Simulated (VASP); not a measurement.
Write the native input for VASP 6.6.1 that does the following.

| Property | Result |
| --- | --- |
| Task | single point |
| Functional | HSE06 |
| Potentials or basis | VASP PAW PBE potentials, release 64 (Ba_sv, Ti_sv, O) |
| Cutoff | 520 eV |
| k mesh | 4 × 4 × 4 |
| Occupations | gaussian, width 0.01 eV |
| Spin | no spin polarisation |
| Dipole correction | no |
| Grid for exact exchange (PRECFOCK) | Fast |
| Further INCAR settings | ALGO = Normal; EDIFF = 1e-06; NBANDS = 28 |
| Share of exact exchange | 0.25 |
| Screening parameter | 0.2079 1/Å |

Crystal: BaTiO3.

```xyz
5
Lattice="3.9941 0.0000 0.0000 0.0000 3.9941 0.0000 0.0000 0.0000 3.9941" Properties=species:S:1:pos:R:3 pbc="T T T"
Ba    0.0000    0.0000    0.0000
Ti    1.9970    1.9970    1.9970
O     1.9970    1.9970    0.0000
O     1.9970    0.0000    1.9970
O     0.0000    1.9970    1.9970
```

These files were run (other wordings do the same):

POSCAR

```
BaTiO3
1.0
    3.9940965204      0.0000000000      0.0000000000
    0.0000000000      3.9940965204      0.0000000000
    0.0000000000      0.0000000000      3.9940965204
Ba Ti O
1 1 3
Direct
    0.0000000000      0.0000000000      0.0000000000
    0.5000000000      0.5000000000      0.5000000000
    0.5000000000      0.5000000000      0.0000000000
    0.5000000000      0.0000000000      0.5000000000
    0.0000000000      0.5000000000      0.5000000000
```

INCAR.step1

```
SYSTEM = BaTiO3
PREC     = Accurate       ! precision mode
ENCUT    = 520            ! plane-wave cutoff, eV
EDIFF    = 1E-5           ! SCF threshold, eV
ISMEAR   = 0              ! smearing method
SIGMA    = 0.01           ! smearing width, eV
LREAL    = .FALSE.        ! projectors in reciprocal space
LASPH    = .TRUE.         ! aspherical terms in the spheres
NELM     = 80             ! most SCF steps
ALGO     = Normal         ! electronic algorithm
ISIF     = 2              ! what is computed and relaxed
LWAVE    = .TRUE.         ! write WAVECAR
NBANDS   = 28             ! bands
GGA      = PE             ! functional
```

INCAR.step2

```
SYSTEM = BaTiO3
PREC     = Accurate       ! precision mode
ENCUT    = 520            ! plane-wave cutoff, eV
EDIFF    = 1E-6           ! SCF threshold, eV
ISMEAR   = 0              ! smearing method
SIGMA    = 0.01           ! smearing width, eV
LREAL    = .FALSE.        ! projectors in reciprocal space
LASPH    = .TRUE.         ! aspherical terms in the spheres
NELM     = 80             ! most SCF steps
ALGO     = Normal         ! electronic algorithm
ISIF     = 2              ! what is computed and relaxed
LWAVE    = .FALSE.        ! write WAVECAR
LCHARG   = .TRUE.         ! write CHGCAR
GGA      = PE             ! functional
LHFCALC  = .TRUE.         ! exact exchange
HFSCREEN = 0.2079         ! screening, 1/A
PRECFOCK = Fast         
LELF     = .TRUE.         ! ELF
LVHAR    = .TRUE.       
NBANDS   = 28             ! bands
ISTART   = 1
```

KPOINTS

```
Automatic mesh
0
G
  4 4 4
  0 0 0
```

Potentials or basis: VASP PAW PBE potentials, release 64 (Ba_sv, Ti_sv, O).

Command:

```bash
$ cat potpaw_PBE.64/Ba_sv/POTCAR potpaw_PBE.64/Ti_sv/POTCAR potpaw_PBE.64/O/POTCAR > POTCAR
$ cp INCAR.step1 INCAR
$ mpirun -np 1 vasp_std > vasp.out
$ cp INCAR.step2 INCAR
$ mpirun -np 1 vasp_std > vasp.out
```

Results of the run:

```
Pressure               : -0.6 GPa
Band gap on the k mesh : 3.14 eV (least direct gap 3.26 eV)
```

Caveat: the PAW data sets were made with another functional, which shifts forces and pressure a little; spin-orbit coupling is left out, which moves the levels of the heavy elements.

It took 41 min on 1 thread of Oxide Virtual Turin-like Processor (shared host), peak memory 0.26 GiB.
